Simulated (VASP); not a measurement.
# F (C2/c) in VASP: notebook

The runs below take F through single point, with PBE.

Program: VASP 6.6.1. These are calculated values, not measurements. Logs are shortened: lines on timing, memory, paths and dates and some standing lists are left out, and cuts for length are marked.

## (1) The cell of the first run

The structure is monoclinic, space group C2/c (No. 15). The conventional cell has a = 6.051 Å, b = 3.641 Å, c = 6.858 Å, α = 90.00°, β = 98.23°, γ = 90.00°. F (site symmetry 1) has 1 F at 1.40 Å within 1.9 Å.

## (2) Single point, PBE (volume scaled by 0.96)

File INCAR:

```
PREC     = Accurate       # precision mode
ENCUT    = 520            # plane-wave cutoff, eV
EDIFF    = 1E-6           # SCF threshold, eV
ISMEAR   = -1             # smearing method
SIGMA    = 0.05           # smearing width, eV
LREAL    = False          # projectors in reciprocal space
LASPH    = True           # aspherical terms in the spheres
NELM     = 100            # most SCF steps
ALGO     = Normal         # electronic algorithm
ISIF     = 2              # what is computed and relaxed
LWAVE    = False          # write WAVECAR
LCHARG   = False          # write CHGCAR
GGA      = PE             # functional
NBANDS   = 22             # bands
```

File KPOINTS:

```
Automatic mesh
0
Gamma
  9 9 4
```

File POSCAR:

```
F
1.0
    3.0218743518     -1.8206923869      0.1460333170
    3.0218743518      1.8206923869      0.1460333170
   -1.3085458068      0.0000000000      6.7316942138
F
4
Direct
    0.9236106942      0.5862237664      0.0928428741
    0.4137762336      0.0763893058      0.4071571259
    0.0763893058      0.4137762336      0.9071571259
    0.5862237664      0.9236106942      0.5928428741
```

Potentials or basis: VASP PAW PBE potentials, release 64 (F).

The run is started by

```console
$ cat potpaw_PBE.64/F/POTCAR > POTCAR
$ mpirun -np 1 vasp_std > vasp.out
```

OUTCAR:

```text
PREC = Accurate
   ENCUT = 520
   EDIFF = 1E-6
   ISMEAR = -1
   LREAL = False
   LASPH = True
   NELM = 100
   ISIF = 2
   GGA = PE

 ion  position               nearest neighbor table
   1  0.924  0.586  0.093-   3 1.40
   2  0.414  0.076  0.407-   4 1.40
   3  0.076  0.414  0.907-   1 1.40
   4  0.586  0.924  0.593-   2 1.40

  LATTYP: Found a base centered monoclinic cell.
 ALAT       =     6.0508017081
 B/A-ratio  =     0.6018020338
 C/A-ratio  =     1.1333533427
 COS(beta)  =    -0.1432095833

  Lattice vectors:

 A1 = (   3.0218743518,  -1.8206923869,   0.1460333170)
 A2 = (   3.0218743518,   1.8206923869,   0.1460333170)
 A3 = (  -1.3085458068,   0.0000000000,   6.7316942138)

Analysis of symmetry for initial positions (statically):
=====================================================================
 Subroutine PRICEL returns:
 Original cell was already a primitive cell.

 Routine SETGRP: Setting up the symmetry group for a
 base centered monoclinic supercell.

 Subroutine GETGRP returns: Found  4 space group operations
 (whereof  2 operations were pure point group operations)
 out of a pool of  4 trial point group operations.

The static configuration has the point symmetry S_2 .
 The point group associated with its full space group is C_2h.

Analysis of symmetry for dynamics (positions and initial velocities):
=====================================================================
 Subroutine PRICEL returns:
 Original cell was already a primitive cell.

 Routine SETGRP: Setting up the symmetry group for a
 base centered monoclinic supercell.

 Subroutine GETGRP returns: Found  4 space group operations
 (whereof  2 operations were pure point group operations)
 out of a pool of  4 trial point group operations.

The dynamic configuration has the point symmetry S_2 .
 The point group associated with its full space group is C_2h.

 Subroutine INISYM returns: Found  4 space group operations
 (whereof  2 operations are pure point group operations),
 and found     1 'primitive' translations

----------------------------------------------------------------------------------------

                                     Primitive cell

  volume of cell :      74.7701

  direct lattice vectors                    reciprocal lattice vectors
     3.021874352 -1.820692387  0.146033317     0.163920391 -0.274620800  0.031863797
     3.021874352  1.820692387  0.146033317     0.163920391  0.274620800  0.031863797
    -1.308545807  0.000000000  6.731694214    -0.007111980  0.000000000  0.147168546

  length of vectors
     3.531001430  3.531001430  6.857696342     0.321405942  0.321405942  0.147340290

  position of ions in fractional coordinates (direct lattice)
     0.923610694  0.586223766  0.092842874
     0.413776234  0.076389306  0.407157126
     0.076389306  0.413776234  0.907157126
     0.586223766  0.923610694  0.592842874

  ion indices of the primitive-cell ions
   primitive index   ion index
                 1           1
                 2           2
                 3           3
                 4           4

----------------------------------------------------------------------------------------

 KPOINTS: Automatic mesh

Automatic generation of k-mesh.
 Grid dimensions read from file:
 generate k-points for:    9    9    4

 Generating k-lattice:

  Cartesian coordinates                     Fractional coordinates (reciprocal lattice)
     0.018213377 -0.030513422  0.003540422     0.111111111 -0.000000000  0.000000000
     0.018213377  0.030513422  0.003540422    -0.000000000  0.111111111  0.000000000
    -0.001777995  0.000000000  0.036792136     0.000000000  0.000000000  0.250000000

  Length of vectors
     0.035711771  0.035711771  0.036835073

  Shift w.r.t. Gamma in fractional coordinates (k-lattice)
     0.000000000  0.000000000  0.000000000

 Subroutine IBZKPT returns following result:
 ===========================================

 Found     95 irreducible k-points:

 Following reciprocal coordinates:
            Coordinates               Weight
  0.000000  0.000000  0.000000      1.000000
  0.111111 -0.000000  0.000000      4.000000
  0.222222 -0.000000  0.000000      4.000000
  0.333333 -0.000000  0.000000      4.000000
  0.444444 -0.000000  0.000000      4.000000
  0.111111  0.111111  0.000000      2.000000
[... 16 lines left out ...]
 -0.333333  0.333333  0.000000      2.000000
  0.444444  0.444444  0.000000      2.000000
 [... further k-points ...]
   k-points           NKPTS =     95   k-points in BZ     NKDIM =     95   number of bands    NBANDS=     22
   number of dos      NEDOS =    301   number of ions     NIONS =      4
   total plane-waves  NPLWV =  42336
   dimension x,y,z NGX =    28 NGY =   28 NGZ =   54
   dimension x,y,z NGXF=    56 NGYF=   56 NGZF=  108
   ions per type =               4
   NGX,Y,Z   is equivalent  to a cutoff of  13.18, 13.18, 13.09 a.u.
   NGXF,Y,Z  is equivalent  to a cutoff of  26.37, 26.37, 26.18 a.u.
 SYSTEM =  unknown system
   PREC   = accura    normal or accurate (medium, high low for compatibility)
   ISTART =      0    job   : 0-new  1-cont  2-samecut
   ICHARG =      2    charge: 1-file 2-atom 10-const
   ISPIN  =      1    spin polarized calculation?
   LNONCOLLINEAR =      F non collinear calculations
   LSORBIT =      F    spin-orbit coupling
   LASPH  =      T    aspherical Exc in radial PAW
   ENCUT  =  520.0 eV  38.22 Ry    6.18 a.u.   6.57  6.57 12.75*2*pi/ulx,y,z
   NELM   =    100;   NELMIN=  2; NELMDL= -5     # of ELM steps
   EDIFF  = 0.1E-05   stopping-criterion for ELM
   LREAL  =      F    real-space projection
   EDIFFG = 0.1E-04   stopping-criterion for IOM
   NSW    =      0    number of steps for IOM
   IBRION =     -1    ionic relax: 0-MD 1-quasi-New 2-CG
   NFREE  =      0    steps in history (QN), initial steepest desc. (CG)
   ISIF   =      2    stress and relaxation
   ISYM   =      2    0-nonsym 1-usesym 2-fastsym
   POTIM  = 0.5000    time-step for ionic-motion
   TEBEG  =    0.0;   TEEND  =   0.0 temperature during run
   PSTRESS=    0.0 pullay stress
   NELECT =      28.0000    total number of electrons
   NUPDOWN=      -1.0000    fix difference up-down
   EMIN   =  10.00;   EMAX   =-10.00  energy-range for DOS
   EFERMI =   0.00;   METHOD = LEGACY
   ISMEAR =    -1;   SIGMA  =   0.05  broadening in eV -4-tet -1-fermi 0-gaus
   EFERMI_NEDOS =   21; number of points for ismear=-14 and -15
   IALGO  =     38    algorithm
   IMIX   =      4    mixing-type and parameters
     AMIX     =   0.40;   BMIX     =  1.00
     AMIX_MAG =   1.60;   BMIX_MAG =  1.00
  volume/ion in A,a.u.               =      18.69       126.14
  Fermi-wavevector in a.u.,A,eV,Ry     =   1.180008  2.229891 18.945000  1.392418
  Thomas-Fermi vector in A             =   2.316308
   LORBIT       =      0    0 simple, 1 ext, 2 COOP (PROOUT), +10 PAW based schemes
   GGA     = PE    functional components
   LHFCALC =     F    Hartree Fock is set to
   AEXX    =    0.0000 exact exchange contribution
   IVDW    =     0    specifies the selected vdW correction
   LEPSILON=     F    determine dielectric tensor
   LRPA    =     F    only Hartree local field effects (RPA)
 non-spin polarized calculation
  energy-cutoff  :      520.00
  volume of cell :       74.77
 maximum number of plane-waves:      2043
   NGX = 13   NGY = 13   NGZ = 25

 number of electron      27.9999994 magnetization

 Free energy of the ion-electron system (eV)
  ---------------------------------------------------
  ext. energy  EPLUGINS =         0.00000000
  ---------------------------------------------------
  free energy    TOTEN  =        -7.29248002 eV

  energy without entropy =       -7.29248002  energy(sigma->0) =       -7.29248002

 E-fermi :  -4.5982     XC(G=0):  -6.9525

 val. band max:       -5.7920224667   @ k =   0.4444   0.4444   0.0000
 cond. band min:      -2.5629053229   @ k =   0.0000   0.0000   0.0000
 fundamental gap:      3.2291171438
 Fermi energy:        -4.5981741472

 k-point     1 :       0.0000    0.0000    0.0000
  band No.  band energies     occupation
      1     -30.8778      2.00000
      2     -30.7972      2.00000
      3     -24.3017      2.00000
      4     -24.0546      2.00000
      5     -12.3192      2.00000
      6     -11.7604      2.00000
[... 14 lines left out ...]
     21      13.8837      0.00000
     22      14.0863      0.00000

 k-point     2 :       0.1111   -0.0000    0.0000
  band No.  band energies     occupation
      1     -30.8711      2.00000
      2     -30.7951      2.00000
      3     -24.2936      2.00000
      4     -24.0617      2.00000
      5     -12.3056      2.00000
      6     -11.7769      2.00000
[... 14 lines left out ...]
     21      12.9812      0.00000
     22      14.1282      0.00000

 k-point     3 :       0.2222   -0.0000    0.0000
  band No.  band energies     occupation
      1     -30.8533      2.00000
      2     -30.7910      2.00000
      3     -24.2712      2.00000
      4     -24.0826      2.00000
      5     -12.2645      2.00000
      6     -11.8258      2.00000
[... 14 lines left out ...]
     21      12.1855      0.00000
     22      13.0063      0.00000
[... 476 lines left out ...]
 k-point    23 :      -0.3333    0.3333    0.0000
  band No.  band energies     occupation
      1     -30.8106      2.00000
      2     -30.7812      2.00000
      3     -24.2131      2.00000
      4     -24.1250      2.00000
      5     -12.1333      2.00000
      6     -11.9421      2.00000
[... 14 lines left out ...]
     21       9.6781      0.00000
     22       9.9064      0.00000

 k-point    24 :       0.4444    0.4444    0.0000
  band No.  band energies     occupation
      1     -30.8345      2.00000
      2     -30.7684      2.00000
      3     -24.2586      2.00000
      4     -24.0575      2.00000
      5     -12.2316      2.00000
      6     -11.7904      2.00000
[... 14 lines left out ...]
     21       9.7002      0.00000
     22      11.8891      0.00000

 [... further k-points ...]

------------------------ aborting loop because EDIFF is reached ----------------------------------------

  FORCE on cell =-STRESS in cart. coord.  units (eV):
  Direction    XX          YY          ZZ          XY          YZ          ZX
  --------------------------------------------------------------------------------------
  -------------------------------------------------------------------------------------
  Total       -0.1331799      0.3940425      2.3609534      0.0000000      0.0000000     -0.3632809
  in kB       -2.8537858      8.4435614     50.5906218      0.0000000      0.0000000     -7.7844005
  external PRESSURE =      18.7267992 kB  Pullay stress =       0.0000000 kB

 VOLUME and BASIS-vectors are now :
 -----------------------------------------------------------------------------
  energy-cutoff  :      520.00
  volume of cell :       74.77
      direct lattice vectors                 reciprocal lattice vectors
     3.021874352 -1.820692387  0.146033317     0.163920391 -0.274620800  0.031863797
     3.021874352  1.820692387  0.146033317     0.163920391  0.274620800  0.031863797
    -1.308545807  0.000000000  6.731694214    -0.007111980  0.000000000  0.147168546

 POSITION                                       TOTAL-FORCE (eV/Angst)
 -----------------------------------------------------------------------------------
      4.44104     -0.61428      0.84548        -0.145412      0.469373      0.987515
      0.94843     -0.61428      2.81244         0.145412      0.469373     -0.987515
      0.29416      0.61428      6.17828         0.145412     -0.469373     -0.987515
      3.78677      0.61428      4.21132        -0.145412     -0.469373      0.987515
 -----------------------------------------------------------------------------------
    total drift:                                0.000000     -0.000000      0.000000

  FREE ENERGIE OF THE ION-ELECTRON SYSTEM (eV)
  ---------------------------------------------------
  free  energy   TOTEN  =        -7.2924800197 eV

  energy  without entropy=       -7.2924800197  energy(sigma->0) =       -7.29248002
```

It took 2.3 min on 1 thread of Intel Xeon 6975P-C, shared host; peak memory 0.25 GiB.

Results:

| Quantity | Value |
| --- | --- |
| Free energy | -7.2925 eV |
| Pressure | 1.9 GPa |
| Largest force | 1.103 eV/Å |
| Band gap on the k mesh | 3.23 eV, indirect (least direct gap 3.25 eV) |

Forces on the atoms (eV/Å):
```
F   -0.145  0.469  0.988
F    0.145  0.469 -0.988
F    0.145 -0.469 -0.988
F   -0.145 -0.469  0.988
```

Caveat: the cell differs from its parent crystal (volume scaled by 0.96); forces of over 1 eV/Å act on the atoms, so gaps and moduli don't describe the material at rest. A k mesh can miss the band edges.

## (3) Single point, PBE

This run uses another cell than the first one, of 19.47 Å³/atom, 1.042 times its volume.

Changes to INCAR since step 2:

```diff
@@ -7,3 +7,3 @@
 LASPH    = True           # aspherical terms in the spheres
-NELM     = 100            # most SCF steps
+NELM     = 80             # most SCF steps
 ALGO     = Normal         # electronic algorithm
```

File KPOINTS:

```
regular mesh
0
Gamma
  9 9 4
```

File POSCAR:

```
F
1.0
    3.0632750355     -1.8456364782      0.1480340220
    3.0632750355      1.8456364782      0.1480340220
   -1.3264733196      0.0000000000      6.8239206635
F
4
Direct
    0.9236106942      0.5862237664      0.0928428741
    0.4137762336      0.0763893058      0.4071571259
    0.0763893058      0.4137762336      0.9071571259
    0.5862237664      0.9236106942      0.5928428741
```

Potentials or basis: VASP PAW PBE potentials, release 64 (F).

The run is started by

```console
$ cat potpaw_PBE.64/F/POTCAR > POTCAR
$ mpirun -np 1 vasp_std > vasp.out
```

OUTCAR:

```text
PREC = Accurate
   ENCUT = 520
   EDIFF = 1E-6
   ISMEAR = -1
   LREAL = False
   LASPH = True
   NELM = 80
   ISIF = 2
   GGA = PE

 ion  position               nearest neighbor table
   1  0.924  0.586  0.093-   3 1.42
   2  0.414  0.076  0.407-   4 1.42
   3  0.076  0.414  0.907-   1 1.42
   4  0.586  0.924  0.593-   2 1.42

  LATTYP: Found a base centered monoclinic cell.
 ALAT       =     6.1336997040
[... 799 lines left out ...]

  FORCE on cell =-STRESS in cart. coord.  units (eV):
  Direction    XX          YY          ZZ          XY          YZ          ZX
  --------------------------------------------------------------------------------------
  -------------------------------------------------------------------------------------
  Total       -0.1938819     -0.0220308      0.6420359      0.0000000      0.0000000     -0.1157360
  in kB       -3.9883293     -0.4531944     13.2072735      0.0000000      0.0000000     -2.3807960
  external PRESSURE =       2.9219166 kB  Pullay stress =       0.0000000 kB

 VOLUME and BASIS-vectors are now :
 -----------------------------------------------------------------------------
  energy-cutoff  :      520.00
  volume of cell :       77.89
      direct lattice vectors                 reciprocal lattice vectors
     3.063275035 -1.845636478  0.148034022     0.161704979 -0.270909253  0.031433153
     3.063275035  1.845636478  0.148034022     0.161704979  0.270909253  0.031433153
    -1.326473320  0.000000000  6.823920664    -0.007015861  0.000000000  0.145179538

 POSITION                                       TOTAL-FORCE (eV/Angst)
 -----------------------------------------------------------------------------------
      4.50188     -0.62269      0.85706        -0.049332      0.156179      0.331804
      0.96143     -0.62269      2.85097         0.049332      0.156179     -0.331804
      0.29819      0.62269      6.26293         0.049332     -0.156179     -0.331804
      3.83865      0.62269      4.26902        -0.049332     -0.156179      0.331804
 -----------------------------------------------------------------------------------
    total drift:                                0.000000     -0.000000      0.000000

  FREE ENERGIE OF THE ION-ELECTRON SYSTEM (eV)
  ---------------------------------------------------
  free  energy   TOTEN  =        -7.3216616555 eV

  energy  without entropy=       -7.3216616555  energy(sigma->0) =       -7.32166166
```

stdout:

```text
POSCAR found type information on POSCAR F
 POSCAR found :  1 types and       4 ions
 scaLAPACK will be used
 LDA part: xc-table for (Slater+PW92), standard interpolation
 POSCAR, INCAR and KPOINTS ok, starting setup
 FFT: planning ... GRIDC
 FFT: planning ... GRID_SOFT
 FFT: planning ... GRID
 WAVECAR not read
 entering main loop
```

Run time: 2.5 min. Hardware: 1 thread of Intel Xeon 6975P-C, shared host; peak memory 0.25 GiB.

Results:

```yaml
Free_energy: -7.3217 eV
Pressure: 0.3 GPa
Largest_force: 0.370 eV/Å
Band_gap_on_the_k_mesh: 3.02 eV, indirect (least direct gap 3.05 eV)
```

Forces on the atoms (eV/Å):
```
F   -0.049  0.156  0.332
F    0.049  0.156 -0.332
F    0.049 -0.156 -0.332
F   -0.049 -0.156  0.332
```
